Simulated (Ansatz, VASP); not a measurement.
# One calculation of ZnO, two programs

```
CELL_PARAMETERS angstrom
3.02523 0.00000 0.00000
-1.51262 2.61993 0.00000
0.00000 0.00000 5.19189
ATOMIC_POSITIONS crystal
Zn 0.00000 0.00000 0.00000
Zn 0.00000 0.00000 0.50000
O 0.33333 0.66667 0.25000
O 0.66667 0.33333 0.75000
```

Alike in both runs: task single point; functional PBE; k mesh 11 × 11 × 6; occupations fermi-dirac, width 0.08 eV; no spin polarisation.

```csv
,VASP,Ansatz
version,VASP 6.6.1,Ansatz 0.2.0
potentials or method,"VASP PAW PBE potentials, release 64 (Zn, O), cutoff 520 eV","all-electron LAPW, scalar-relativistic"
```

|  | VASP | Ansatz | Ansatz less VASP |
| --- | --- | --- | --- |
| pressure (GPa) | 0.9 | -0.1 | -1.00 |
| traceless stress, the component that is largest in VASP (GPa) | 0.09 | 0.00 | -0.092 |

Ansatz ran all-electron here, and VASP with PAW potentials.
